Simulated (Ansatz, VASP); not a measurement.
## Two plane-wave programs on Si8O

```xyz
9
Lattice="3.8155 0.0000 0.0000 0.0000 6.3129 0.0000 0.0000 0.0000 21.3319" Properties=species:S:1:pos:R:3 pbc="T T T"
Si    0.0000    5.9146    4.0000
Si    0.0000    3.5548    4.0000
Si    1.9078    2.7581    5.1014
Si    1.9078    0.3983    5.1014
Si    1.9078    5.8917    7.3178
Si    1.9078    3.5778    7.3178
Si    0.0000    2.6933    8.2319
Si    0.0000    0.4632    8.2319
O     0.0000    7.9541   10.4319
```

Alike in both runs: task single point; functional PBE; dispersion D3(BJ); k mesh 7 × 4 × 1; occupations gaussian, width 0.05 eV; collinear spin.

|  | VASP | Ansatz |
| --- | --- | --- |
| version | VASP 6.6.1 | Ansatz 0.2.0 |
| potentials or method | VASP PAW PBE potentials, release 64 (Si, O), cutoff 520 eV | scalar-relativistic, plane waves, PAW |
| valence electrons in the cell | 38 | 38 |

VASP gave:

- gap on the k mesh at the Fermi level (eV): none
- rms of the force components (eV/Å): 1.023
- net moment per atom (μB): 0.05
- size of the moment on the site where the two differ most (μB): 0.46
- work function, face that differs most (eV): 7.40

Question: Which values does Ansatz return?

Answer: gap on the k mesh at the Fermi level (eV): none; rms of the force components (eV/Å): 1.029; net moment per atom (μB): 0.05; size of the moment on the site where the two differ most (μB): 0.53; work function, face that differs most (eV): 7.41.

Site moments also hang on the region over which each program counts them. Atom by atom the forces differ by 0.007 eV/Å (rms over components). A gap of «none» marks a metal or a gap that the smearing closes. Ansatz's warnings: stability check not made.
